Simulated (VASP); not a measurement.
# Br (Pm-3m) in VASP: notebook, part 2 of 2

VASP 6.6.1. The steps go on from the part before.

### Step 3. Relaxation of cell and atoms, PBEsol

This run uses another cell than the first one, of 32.40 Å³/atom, 1.123 times its volume.

Input file INCAR:

```
SYSTEM = Br
PREC = Accurate
ENCUT = 600
EDIFF = 1E-6
ISMEAR = 0
SIGMA = 0.1
LREAL = .False.
LASPH = .True.
NELM = 100
ALGO = Normal
ISIF = 3
LWAVE = .False.
LCHARG = .False.
GGA = PS
IBRION = 2
NSW = 100
EDIFFG = -0.005
```

Input file KPOINTS:

```
regular mesh
0
Gamma
  10 10 10
  0 0 0
```

Input file POSCAR:

```
Br
1.0
    4.5976403833      0.0000000000      0.0000000000
    0.0000000000      4.5976403833      0.0000000000
    0.0000000000      0.0000000000      4.5976403833
Br
3
Direct
    0.5000000000      0.0000000000      0.0000000000
    0.0000000000      0.5000000000      0.0000000000
    0.0000000000      0.0000000000      0.5000000000
```

Potentials or basis: VASP PAW PBE potentials, release 64 (Br).

Command:

```
$ cat potpaw_PBE.64/Br/POTCAR > POTCAR
$ mpirun -np 1 vasp_std > vasp.out
```

OUTCAR:

```text
SYSTEM = Br
   PREC = Accurate
   ENCUT = 600
   EDIFF = 1E-6
   ISMEAR = 0
   LREAL = .False.
   LASPH = .True.
   NELM = 100
   ISIF = 3
   GGA = PS
   IBRION = 2
   NSW = 100
   EDIFFG = -0.005

 ion  position               nearest neighbor table
   1  0.500  0.000  0.000-
   2  0.000  0.500  0.000-
   3  0.000  0.000  0.500-

  LATTYP: Found a simple cubic cell.
 ALAT       =     4.5976403833

  Lattice vectors:

 A1 = (   4.5976403833,   0.0000000000,   0.0000000000)
 A2 = (   0.0000000000,   4.5976403833,   0.0000000000)
 A3 = (   0.0000000000,   0.0000000000,   4.5976403833)

Analysis of symmetry for initial positions (statically):
=====================================================================
 Subroutine PRICEL returns:
 Original cell was already a primitive cell.

 Routine SETGRP: Setting up the symmetry group for a
 simple cubic supercell.

 Subroutine GETGRP returns: Found 48 space group operations
 (whereof 48 operations were pure point group operations)
 out of a pool of 48 trial point group operations.

The static configuration has the point symmetry O_h .

Analysis of symmetry for dynamics (positions and initial velocities):
=====================================================================
 Subroutine PRICEL returns:
 Original cell was already a primitive cell.

 Routine SETGRP: Setting up the symmetry group for a
 simple cubic supercell.

 Subroutine GETGRP returns: Found 48 space group operations
 (whereof 48 operations were pure point group operations)
 out of a pool of 48 trial point group operations.

The dynamic configuration has the point symmetry O_h .

 Subroutine INISYM returns: Found 48 space group operations
 (whereof 48 operations are pure point group operations),
 and found     1 'primitive' translations

----------------------------------------------------------------------------------------

                                     Primitive cell

  volume of cell :      97.1863

  direct lattice vectors                    reciprocal lattice vectors
     4.597640383  0.000000000  0.000000000     0.217502875  0.000000000  0.000000000
     0.000000000  4.597640383  0.000000000     0.000000000  0.217502875  0.000000000
     0.000000000  0.000000000  4.597640383     0.000000000  0.000000000  0.217502875

  length of vectors
     4.597640383  4.597640383  4.597640383     0.217502875  0.217502875  0.217502875

  position of ions in fractional coordinates (direct lattice)
     0.500000000  0.000000000  0.000000000
     0.000000000  0.500000000  0.000000000
     0.000000000  0.000000000  0.500000000

  ion indices of the primitive-cell ions
   primitive index   ion index
                 1           1
                 2           2
                 3           3

----------------------------------------------------------------------------------------

 KPOINTS: regular mesh

[... 50 lines left out ...]
   number of dos      NEDOS =    301   number of ions     NIONS =      3
   total plane-waves  NPLWV =  64000
   dimension x,y,z NGX =    40 NGY =   40 NGZ =   40
   dimension x,y,z NGXF=    80 NGYF=   80 NGZF=   80
   ions per type =               3
   NGX,Y,Z   is equivalent  to a cutoff of  14.46, 14.46, 14.46 a.u.
   NGXF,Y,Z  is equivalent  to a cutoff of  28.93, 28.93, 28.93 a.u.
 SYSTEM =  Br
   PREC   = accura    normal or accurate (medium, high low for compatibility)
   ISTART =      0    job   : 0-new  1-cont  2-samecut
   ICHARG =      2    charge: 1-file 2-atom 10-const
   ISPIN  =      1    spin polarized calculation?
   LNONCOLLINEAR =      F non collinear calculations
   LSORBIT =      F    spin-orbit coupling
   LASPH  =      T    aspherical Exc in radial PAW
   ENCUT  =  600.0 eV  44.10 Ry    6.64 a.u.   9.18  9.18  9.18*2*pi/ulx,y,z
   NELM   =    100;   NELMIN=  2; NELMDL= -5     # of ELM steps
   EDIFF  = 0.1E-05   stopping-criterion for ELM
   LREAL  =      F    real-space projection
   EDIFFG = -.5E-02   stopping-criterion for IOM
   NSW    =    100    number of steps for IOM
   IBRION =      2    ionic relax: 0-MD 1-quasi-New 2-CG
   NFREE  =      1    steps in history (QN), initial steepest desc. (CG)
   ISIF   =      3    stress and relaxation
   ISYM   =      2    0-nonsym 1-usesym 2-fastsym
   POTIM  = 0.5000    time-step for ionic-motion
   TEBEG  =    0.0;   TEEND  =   0.0 temperature during run
   PSTRESS=    0.0 pullay stress
   NELECT =      21.0000    total number of electrons
   NUPDOWN=      -1.0000    fix difference up-down
   EMIN   =  10.00;   EMAX   =-10.00  energy-range for DOS
   EFERMI =   0.00;   METHOD = LEGACY
   ISMEAR =     0;   SIGMA  =   0.10  broadening in eV -4-tet -1-fermi 0-gaus
   EFERMI_NEDOS =   21; number of points for ismear=-14 and -15
   IALGO  =     38    algorithm
   IMIX   =      4    mixing-type and parameters
     AMIX     =   0.40;   BMIX     =  1.00
     AMIX_MAG =   1.60;   BMIX_MAG =  1.00
  volume/ion in A,a.u.               =      32.40       218.62
  Fermi-wavevector in a.u.,A,eV,Ry     =   0.982380  1.856429 13.130586  0.965071
  Thomas-Fermi vector in A             =   2.113458
   LORBIT       =      0    0 simple, 1 ext, 2 COOP (PROOUT), +10 PAW based schemes
   GGA     = PS    functional components
   LHFCALC =     F    Hartree Fock is set to
   AEXX    =    0.0000 exact exchange contribution
   IVDW    =     0    specifies the selected vdW correction
   LEPSILON=     F    determine dielectric tensor
   LRPA    =     F    only Hartree local field effects (RPA)
 conjugate gradient relaxation of ions
 non-spin polarized calculation
 Gauss-broadening in eV      SIGMA  =   0.10
  energy-cutoff  :      600.00
  volume of cell :       97.19
 maximum number of plane-waves:      3268
 NGX is ok and might be reduce to    40
   NGX = 19   NGY = 19   NGZ = 19

--------------------------------------- Ionic step        1  -------------------------------------------

 number of electron      21.0000005 magnetization

 Free energy of the ion-electron system (eV)
  ---------------------------------------------------
  ext. energy  EPLUGINS =         0.00000000
  ---------------------------------------------------
  free energy    TOTEN  =        -3.81907333 eV

  energy without entropy =       -3.78502729  energy(sigma->0) =       -3.80205031

------------------------ aborting loop because EDIFF is reached ----------------------------------------

  FORCE on cell =-STRESS in cart. coord.  units (eV):
  Direction    XX          YY          ZZ          XY          YZ          ZX
  --------------------------------------------------------------------------------------
  -------------------------------------------------------------------------------------
  Total       -1.7113993     -1.7113993     -1.7113993      0.0000000      0.0000000      0.0000000
  in kB      -28.2134976    -28.2134976    -28.2134976      0.0000000      0.0000000      0.0000000
  external PRESSURE =     -28.2134976 kB  Pullay stress =       0.0000000 kB
[... 98 lines left out ...]
--------------------------------------- Ionic step        4  -------------------------------------------

 number of electron      20.9999997 magnetization

 Free energy of the ion-electron system (eV)
  ---------------------------------------------------
  ext. energy  EPLUGINS =         0.00000000
  ---------------------------------------------------
  free energy    TOTEN  =        -3.92429632 eV

  energy without entropy =       -3.89599864  energy(sigma->0) =       -3.91014748

 E-fermi :   1.2601     XC(G=0):  -8.8053

 val. band max:        1.2562254455   @ k =   0.3000   0.0000   0.0000
 cond. band min:       1.2810744733   @ k =   0.4000   0.2000   0.0000
 fundamental gap:      0.0248490279
 Fermi energy:         1.2600708833

 k-point     1 :       0.0000    0.0000    0.0000
  band No.  band energies     occupation
      1     -14.6847      2.00000
      2     -12.3743      2.00000
      3     -12.3743      2.00000
      4      -3.1471      2.00000
      5      -3.1471      2.00000
      6      -3.1471      2.00000
      7       0.1109      2.00000
      8       0.1109      2.00000
      9       0.1109      2.00000
     10       1.6408      0.00000
     11       1.6408      0.00000
     12       1.6408      0.00000
     13       5.6207      0.00000
     14       8.5325      0.00000
[... 377 lines left out ...]
      1     -14.2770      2.00000
      2     -12.8798      2.00000
      3     -12.4389      2.00000
      4      -3.1319      2.00000
      5      -2.4899      2.00000
      6      -2.0831      2.00000
      7      -0.9477      2.00000
      8      -0.7551      2.00000
      9       0.0769      2.00000
     10       0.2513      2.00000
     11       1.2043      1.56995
     12       1.3256      0.35429
     13       7.2278      0.00000
     14       9.6467      0.00000

 [... further k-points ...]
[... 5 lines left out ...]
  --------------------------------------------------------------------------------------
  -------------------------------------------------------------------------------------
  Total        0.0102085      0.0102085      0.0102085      0.0000000     -0.0000000     -0.0000000
  in kB        0.1889755      0.1889755      0.1889755      0.0000000     -0.0000000     -0.0000000
  external PRESSURE =       0.1889755 kB  Pullay stress =       0.0000000 kB
[... 18 lines left out ...]
  FREE ENERGIE OF THE ION-ELECTRON SYSTEM (eV)
  ---------------------------------------------------
  free  energy   TOTEN  =        -3.9242963167 eV

  energy  without entropy=       -3.8959986426  energy(sigma->0) =       -3.91014748

 reached required accuracy - stopping structural energy minimisation
```

OSZICAR:

```text
N       E                     dE             d eps       ncg     rms          rms(c)
DAV:   1     0.152626817005E+03    0.15263E+03   -0.92922E+03  1568   0.137E+03
DAV:   2     0.762150769990E+01   -0.14501E+03   -0.14247E+03  2202   0.217E+02
DAV:   3    -0.370978823754E+01   -0.11331E+02   -0.11277E+02  1622   0.740E+01
DAV:   4    -0.384195568895E+01   -0.13217E+00   -0.13207E+00  2168   0.925E+00
[... 30 lines left out ...]
       N       E                     dE             d eps       ncg     rms          rms(c)
DAV:   1    -0.392476716486E+01   -0.47838E-03   -0.11335E-02  1634   0.686E-01    0.108E-01
DAV:   2    -0.392439962290E+01    0.36754E-03   -0.51023E-04  1826   0.143E-01    0.458E-02
DAV:   3    -0.392429658918E+01    0.10303E-03   -0.34079E-04  1742   0.106E-01    0.496E-02
DAV:   4    -0.392429631669E+01    0.27249E-06   -0.21320E-06  1814   0.109E-02
   4 F= -.39242963E+01 E0= -.39101475E+01  d E =-.105223E+00
```

CONTCAR:

```text
Br
   1.00000000000000
     4.4233913684700026   -0.0000000000000000    0.0000000000000001
     0.0000000000000000    4.4233913684700026    0.0000000000000000
    -0.0000000000000000    0.0000000000000000    4.4233913684700026
  Br
     3
Direct
     0.5000000000000000    0.0000000000000000    0.0000000000000000
     0.0000000000000000    0.5000000000000000    0.0000000000000000
     0.0000000000000000    0.0000000000000000    0.5000000000000000

  0.00000000E+00  0.00000000E+00  0.00000000E+00
  0.00000000E+00  0.00000000E+00  0.00000000E+00
  0.00000000E+00  0.00000000E+00  0.00000000E+00
```

Run time: 2 min. Hardware: 1 thread of Intel Xeon 6975P-C (Granite Rapids), shared host; peak memory 0.29 GiB.

What came out:

```
Free energy                            : -3.9243 eV
Relaxed volume                         : 28.85 Å³/atom
Relaxed cell                           : a = 4.423 Å, b = 4.423 Å, c = 4.423 Å, α = 90.00°, β = 90.00°, γ = 90.00°
Space group after relaxing (to 0.05 Å) : Pm-3m (No. 221)
Energy gained by relaxing              : 35.1 meV/atom
Ionic steps                            : 4
Pressure after relaxing                : 0.0 GPa
```

The path:
| step | energy change (eV) | largest force (eV/Å) | pressure (GPa) | volume (Å³) |
| --- | --- | --- | --- | --- |
| 1 | 0.0000 | 0.0000 | -2.82 | 97.19 |
| 2 | -0.0967 | 0.0000 | -0.97 | 89.38 |
| 3 | -0.1052 | 0.0000 | -0.05 | 86.75 |
| 4 | -0.1052 | 0.0000 | 0.02 | 86.55 |

Final structure:
```cif
data_structure
_symmetry_space_group_name_H-M 'P 1'
_symmetry_Int_Tables_number 1
_cell_length_a 4.4234
_cell_length_b 4.4234
_cell_length_c 4.4234
_cell_angle_alpha 90.000
_cell_angle_beta 90.000
_cell_angle_gamma 90.000
_cell_volume 86.55
loop_
_atom_site_label
_atom_site_type_symbol
_atom_site_fract_x
_atom_site_fract_y
_atom_site_fract_z
_atom_site_occupancy
Br1 Br 0.50000 0.00000 0.00000 1
Br2 Br 0.00000 0.50000 0.00000 1
Br3 Br 0.00000 0.00000 0.50000 1
```

Levels at points of the mesh, in eV from the Fermi level:
```csv
k point,band 7,band 8,band 9,band 10,band 11,band 12,band 13,band 14
"(0.00, 0.00, 0.00)",-1.15,-1.15,-1.15,0.38,0.38,0.38,4.36,7.27
"(0.50, 0.00, 0.00)",-2.34,-2.13,-2.13,-1.77,-0.10,-0.10,6.96,7.96
"(0.50, 0.50, 0.00)",-2.20,-2.20,-2.04,-2.04,0.31,0.63,7.89,8.40
"(0.50, 0.50, 0.50)",-4.34,0.37,0.37,0.66,0.66,0.66,4.87,9.40
```

Caveat: the PAW data sets were made with another functional, which shifts forces and pressure a little; an odd number of electrons without spin polarisation forces a metal; a magnetic or distorted state may lie lower.

### Step 4. Single point, PBEsol

Input file INCAR:

```
SYSTEM = Br
ALGO     = Normal         ! electronic algorithm
EDIFF    = 1E-7           ! SCF threshold, eV
ENCUT    = 520            ! plane-wave cutoff, eV
GGA      = PS             ! functional
ISIF     = 2              ! what is computed and relaxed
ISMEAR   = 0              ! smearing method
LASPH    = .True.         ! aspherical terms in the spheres
LCHARG   = .False.        ! write CHGCAR
LREAL    = .False.        ! projectors in reciprocal space
LWAVE    = .False.        ! write WAVECAR
NBANDS   = 18             ! bands
NELM     = 100            ! most SCF steps
PREC     = Accurate       ! precision mode
SIGMA    = 0.1            ! smearing width, eV
```

Input file KPOINTS:

```
k-points
0
Gamma
  10 10 10
  0 0 0
```

Input file POSCAR:

```
Br
1.0
    4.4236886340      0.0000000000      0.0000000000
    0.0000000000      4.4236886340      0.0000000000
    0.0000000000      0.0000000000      4.4236886340
Br
3
Direct
    0.5000000000      0.0000000000      0.0000000000
    0.0000000000      0.5000000000      0.0000000000
    0.0000000000      0.0000000000      0.5000000000
```

Command:

```
$ cat potpaw_PBE.64/Br/POTCAR > POTCAR
$ mpirun -np 1 vasp_std > vasp.out
```

Run time: 40 s. Hardware: 1 thread of Intel Xeon 6975P-C (Granite Rapids), shared host; peak memory 0.22 GiB.

The run converged. Its results:

```
Free energy : -3.9229 eV
Pressure    : 0.0 GPa
```

Levels at points of the mesh, in eV from the Fermi level:
| k point | band 6 | band 7 | band 8 | band 9 | band 10 | band 11 | band 12 | band 13 | band 14 | band 15 |
| --- | --- | --- | --- | --- | --- | --- | --- | --- | --- | --- |
| (0.00, 0.00, 0.00) | -4.41 | -1.15 | -1.15 | -1.15 | 0.38 | 0.38 | 0.38 | 4.36 | 7.27 | 7.89 |
| (0.50, 0.00, 0.00) | -2.74 | -2.34 | -2.13 | -2.13 | -1.77 | -0.10 | -0.10 | 6.96 | 7.96 | 9.16 |
| (0.50, 0.50, 0.00) | -2.49 | -2.20 | -2.20 | -2.04 | -2.04 | 0.31 | 0.63 | 7.89 | 8.40 | 9.95 |
| (0.50, 0.50, 0.50) | -4.34 | -4.34 | 0.37 | 0.37 | 0.66 | 0.66 | 0.66 | 4.87 | 9.40 | 9.40 |

Caveat: the PAW data sets were made with another functional, which shifts forces and pressure a little; an odd number of electrons without spin polarisation forces a metal; a magnetic or distorted state may lie lower.
